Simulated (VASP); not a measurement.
# Al: single point with PBEsol

Al:

```
CELL_PARAMETERS angstrom
-1.51028 1.51028 1.51028
1.51028 -1.51028 1.51028
1.51028 1.51028 -1.51028
ATOMIC_POSITIONS crystal
Al 0.00000 0.00000 0.00000
```

This isn't the form of Al at room conditions, which is fcc.

| Item | Value |
| --- | --- |
| Program | VASP 6.6.1 |
| Task | single point |
| Functional | PBEsol |
| Potentials or basis | VASP PAW PBE potentials, release 64 (Al) |
| Cutoff | 500 eV |
| k mesh | 11 × 11 × 11 |
| Occupations | fermi-dirac, width 0.05 eV |
| Spin | no spin polarisation |
| Dipole correction | no |
| Further INCAR settings | ALGO = Normal; EDIFF = 1e-06; NBANDS = 8 |

* Pressure: 20.1 GPa
* Band gap on the k mesh: zero (an odd number of electrons rules out a gap without spin polarisation)

Levels at points of the mesh, in eV from the Fermi level:
```tsv
k point	band 1	band 2	band 3	band 4	band 5
(0.00, 0.00, 0.00)	-12.51	14.31	14.31	14.31	17.48
```

Run time: 3.2 s on 1 thread of AMD EPYC 9R14 (Zen 4), with other jobs on the host, peak memory 0.09 GiB.

Caveat: the cell stands under pressure; the PAW data sets were made with another functional, which shifts forces and pressure a little.
